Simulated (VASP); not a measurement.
# SnO (P4/nmm) in VASP: single point with PBEsol

Aim: the single point of SnO with PBEsol.

Program: VASP 6.6.1. These are calculated values, not measurements. Logs are shortened: lines on timing, memory, paths and dates and some standing lists are left out, and cuts for length are marked.

## (1) The cell of the first run

It takes space group P4/nmm (No. 129, tetragonal). Conventional cell: a = 3.805 Å, b = 3.805 Å, c = 4.752 Å, α = 90.00°, β = 90.00°, γ = 90.00°. Sn (site symmetry 4mm) has 4 O at 2.22 Å within 2.9 Å. Within 2.9 Å of O (site symmetry -4m2) lie 4 Sn at 2.22 Å and 4 O at 2.69 Å.

## (2) Single point, PBEsol

Input file POSCAR:

```
SnO
1.0
    3.8052425056      0.0000000000      0.0000000000
    0.0000000000      3.8052425056      0.0000000000
    0.0000000000      0.0000000000      4.7521499404
Sn O
2 2
Direct
    0.5000000000      0.0000000000      0.2424576095
    0.0000000000      0.5000000000      0.7575423905
    0.0000000000      0.0000000000      0.0000000000
    0.5000000000      0.5000000000      0.0000000000
```

Input file INCAR.step1:

```
SYSTEM = SnO
  ALGO = Normal
  EDIFF = 1E-6
  ENCUT = 520
  GGA = PS
  ISIF = 2
  ISMEAR = 0
  LASPH = .TRUE.
  LCHARG = .TRUE.
  LREAL = .FALSE.
  LWAVE = .FALSE.
  NBANDS = 28
  NELM = 100
  PREC = Accurate
  SIGMA = 0.1
```

Input file KPOINTS.step1:

```
k-points
0
G
  12 12 10
  0 0 0
```

Input file INCAR.step2:

```
SYSTEM = SnO
  ALGO = Normal
  EDIFF = 1E-6
  ENCUT = 520
  GGA = PS
  ICHARG = 11
  ISIF = 2
  ISMEAR = -5
  LASPH = .TRUE.
  LCHARG = .FALSE.
  LORBIT = 11
  LREAL = .FALSE.
  LWAVE = .FALSE.
  NEDOS = 1001
  NELM = 100
  PREC = Accurate
  SIGMA = 0.1
```

Input file KPOINTS.step2:

```
k-points
0
G
  18 18 15
  0 0 0
```

Potentials or basis: VASP PAW PBE potentials, release 64 (Sn_d, O).

The run is started by

```bash
cat potpaw_PBE.64/Sn_d/POTCAR potpaw_PBE.64/O/POTCAR > POTCAR
cp INCAR.step1 INCAR
cp KPOINTS.step1 KPOINTS
mpirun -np 1 vasp_std > vasp.out
cp INCAR.step2 INCAR
cp KPOINTS.step2 KPOINTS
mpirun -np 1 vasp_std > vasp.out
```

OUTCAR:

```text
SYSTEM = SnO
   EDIFF = 1E-6
   ENCUT = 520
   GGA = PS
   ICHARG = 11
   ISIF = 2
   ISMEAR = -5
   LASPH = .TRUE.
   LORBIT = 11
   LREAL = .FALSE.
   NELM = 100
   PREC = Accurate

 ion  position               nearest neighbor table
   1  0.500  0.000  0.242-   3 2.22   4 2.22   4 2.22   3 2.22   2 3.54   2 3.54   2 3.54   2 3.54
                             2 3.64   2 3.64   2 3.64   2 3.64
   2  0.000  0.500  0.758-   3 2.22   4 2.22   3 2.22   4 2.22   1 3.54   1 3.54   1 3.54   1 3.54
                             1 3.64   1 3.64   1 3.64   1 3.64
   3  0.000  0.000  0.000-   1 2.22   2 2.22   2 2.22   1 2.22
   4  0.500  0.500  0.000-   1 2.22   2 2.22   1 2.22   2 2.22

  LATTYP: Found a simple tetragonal cell.
 ALAT       =     3.8052425056
 C/A-ratio  =     1.2488428618

  Lattice vectors:

 A1 = (   3.8052425056,   0.0000000000,   0.0000000000)
 A2 = (   0.0000000000,   3.8052425056,   0.0000000000)
 A3 = (   0.0000000000,   0.0000000000,   4.7521499404)

Analysis of symmetry for initial positions (statically):
=====================================================================
 Subroutine PRICEL returns:
 Original cell was already a primitive cell.

 Routine SETGRP: Setting up the symmetry group for a
 simple tetragonal supercell.

 Subroutine GETGRP returns: Found 16 space group operations
 (whereof  8 operations were pure point group operations)
 out of a pool of 16 trial point group operations.

The static configuration has the point symmetry D_2d.
 The point group associated with its full space group is D_4h.

Analysis of symmetry for dynamics (positions and initial velocities):
=====================================================================
 Subroutine PRICEL returns:
 Original cell was already a primitive cell.

 Routine SETGRP: Setting up the symmetry group for a
 simple tetragonal supercell.

 Subroutine GETGRP returns: Found 16 space group operations
 (whereof  8 operations were pure point group operations)
 out of a pool of 16 trial point group operations.

The dynamic configuration has the point symmetry D_2d.
 The point group associated with its full space group is D_4h.

 Subroutine INISYM returns: Found 16 space group operations
 (whereof  8 operations are pure point group operations),
 and found     1 'primitive' translations

----------------------------------------------------------------------------------------

[... 105 lines left out ...]
   ISYM   =      2    0-nonsym 1-usesym 2-fastsym
   POTIM  = 0.5000    time-step for ionic-motion
   TEBEG  =    0.0;   TEEND  =   0.0 temperature during run
   PSTRESS=    0.0 pullay stress
   NELECT =      40.0000    total number of electrons
   NUPDOWN=      -1.0000    fix difference up-down
   EMIN   =  10.00;   EMAX   =-10.00  energy-range for DOS
   EFERMI =   0.00;   METHOD = LEGACY
   ISMEAR =    -5;   SIGMA  =   0.10  broadening in eV -4-tet -1-fermi 0-gaus
   EFERMI_NEDOS =   21; number of points for ismear=-14 and -15
   IALGO  =     38    algorithm
   IMIX   =      4    mixing-type and parameters
     AMIX     =   0.40;   BMIX     =  1.00
     AMIX_MAG =   1.60;   BMIX_MAG =  1.00
  volume/ion in A,a.u.               =      17.20       116.09
  Fermi-wavevector in a.u.,A,eV,Ry     =   1.366291  2.581916 25.398692  1.866751
  Thomas-Fermi vector in A             =   2.492445
   LORBIT       =     11    0 simple, 1 ext, 2 COOP (PROOUT), +10 PAW based schemes
   GGA     = PS    functional components
   LHFCALC =     F    Hartree Fock is set to
   AEXX    =    0.0000 exact exchange contribution
   IVDW    =     0    specifies the selected vdW correction
   LEPSILON=     F    determine dielectric tensor
   LRPA    =     F    only Hartree local field effects (RPA)
 non-spin polarized calculation
 Fermi weights with tetrahedron method with Bloechl corrections
  energy-cutoff  :      520.00
  volume of cell :       68.81
 maximum number of plane-waves:      1876

 number of electron      39.9999991 magnetization

 Free energy of the ion-electron system (eV)
  ---------------------------------------------------
  ext. energy  EPLUGINS =         0.00000000
  ---------------------------------------------------
  free energy    TOTEN  =       -24.21456764 eV

  energy without entropy =      -24.21456764  energy(sigma->0) =      -24.21456764

 E-fermi :   7.2158     XC(G=0): -10.5939

 val. band max:        7.2213260672   @ k =   0.0556   0.0556   0.0000
 cond. band min:       7.1253643705   @ k =   0.5000   0.5000   0.0000
 fundamental gap:     -0.0959616968
 Fermi energy:         7.2157550517

 k-point     1 :       0.0000    0.0000    0.0000
  band No.  band energies     occupation
      1     -14.7161      2.00000
      2     -14.2706      2.00000
      3     -14.2706      2.00000
      4     -14.2625      2.00000
      5     -14.2136      2.00000
      6     -14.2134      2.00000
[... 637 lines left out ...]
     23      11.8553      0.00000
     24      12.1101      0.00000

 [... further k-points ...]

------------------------ aborting loop because EDIFF is reached ----------------------------------------

  FORCE on cell =-STRESS in cart. coord.  units (eV):
  Direction    XX          YY          ZZ          XY          YZ          ZX
  --------------------------------------------------------------------------------------
  -------------------------------------------------------------------------------------
  Total        0.2026306      0.2026306      0.1830221      0.0000000     -0.0000000      0.0000000
  in kB        4.7180300      4.7180300      4.2614688      0.0000000     -0.0000000      0.0000000
  external PRESSURE =       4.5658429 kB  Pullay stress =       0.0000000 kB

 VOLUME and BASIS-vectors are now :
 -----------------------------------------------------------------------------
  energy-cutoff  :      520.00
  volume of cell :       68.81
      direct lattice vectors                 reciprocal lattice vectors
     3.805242506  0.000000000  0.000000000     0.262795341  0.000000000  0.000000000
     0.000000000  3.805242506  0.000000000     0.000000000  0.262795341  0.000000000
     0.000000000  0.000000000  4.752149940     0.000000000  0.000000000  0.210431071

 POSITION                                       TOTAL-FORCE (eV/Angst)
 -----------------------------------------------------------------------------------
      1.90262      0.00000      1.15219         0.000000      0.000000      0.072906
      0.00000      1.90262      3.59996        -0.000000     -0.000000     -0.072906
      0.00000      0.00000      0.00000        -0.000000      0.000000     -0.000000
      1.90262      1.90262      0.00000        -0.000000     -0.000000     -0.000000
 -----------------------------------------------------------------------------------
    total drift:                                0.000000      0.000000      0.000000

  FREE ENERGIE OF THE ION-ELECTRON SYSTEM (eV)
  ---------------------------------------------------
  free  energy   TOTEN  =       -24.2145676397 eV

  energy  without entropy=      -24.2145676397  energy(sigma->0) =      -24.21456764

 total charge

# of ion       s       p       d       tot
------------------------------------------
    1        1.247   0.806  10.083  12.135
    2        1.247   0.806  10.083  12.135
    3        1.573   3.419   0.000   4.991
    4        1.573   3.419   0.000   4.991
--------------------------------------------------
tot          5.639   8.449  20.165  34.253
```

OSZICAR.step1:

```text
N       E                     dE             d eps       ncg     rms          rms(c)
DAV:   1     0.413454658631E+03    0.41345E+03   -0.19816E+04  9716   0.219E+03
DAV:   2     0.356071794755E+02   -0.37785E+03   -0.36260E+03  9724   0.540E+02
DAV:   3    -0.244953475867E+02   -0.60103E+02   -0.58943E+02 10720   0.180E+02
DAV:   4    -0.273684453630E+02   -0.28731E+01   -0.28595E+01 10820   0.419E+01
DAV:   5    -0.274357316650E+02   -0.67286E-01   -0.67278E-01 10352   0.695E+00    0.108E+01
DAV:   6    -0.242800423902E+02    0.31557E+01   -0.14281E+01 15276   0.431E+01    0.482E+00
DAV:   7    -0.242494504713E+02    0.30592E-01   -0.17710E+00 10980   0.803E+00    0.241E+00
DAV:   8    -0.242245199869E+02    0.24930E-01   -0.28353E-01 11472   0.346E+00    0.758E-01
DAV:   9    -0.242139874895E+02    0.10532E-01   -0.43268E-02 15124   0.224E+00    0.215E-01
DAV:  10    -0.242149085269E+02   -0.92104E-03   -0.62914E-03 13208   0.765E-01    0.123E-01
DAV:  11    -0.242146202240E+02    0.28830E-03   -0.14932E-03 14500   0.372E-01    0.199E-02
DAV:  12    -0.242146428044E+02   -0.22580E-04   -0.20296E-04  9704   0.816E-02    0.275E-02
DAV:  13    -0.242146366560E+02    0.61484E-05   -0.21735E-05 12164   0.321E-02    0.331E-03
DAV:  14    -0.242146363858E+02    0.27012E-06   -0.17232E-06  7160   0.121E-02
   1 F= -.24214636E+02 E0= -.24214264E+02  d E =-.743913E-03
```

It took 3.9 min on 1 thread of Intel Xeon 6975P-C (Granite Rapids), shared host; peak memory 0.65 GiB.

What came out:

```yaml
Valence_electrons_inside_the_program's_atomic_spheres: Sn 12.13; O 4.99
```

Caveat: the PAW data sets were made with another functional, which shifts forces and pressure a little; spin-orbit coupling is left out, which moves the levels of the heavy elements.
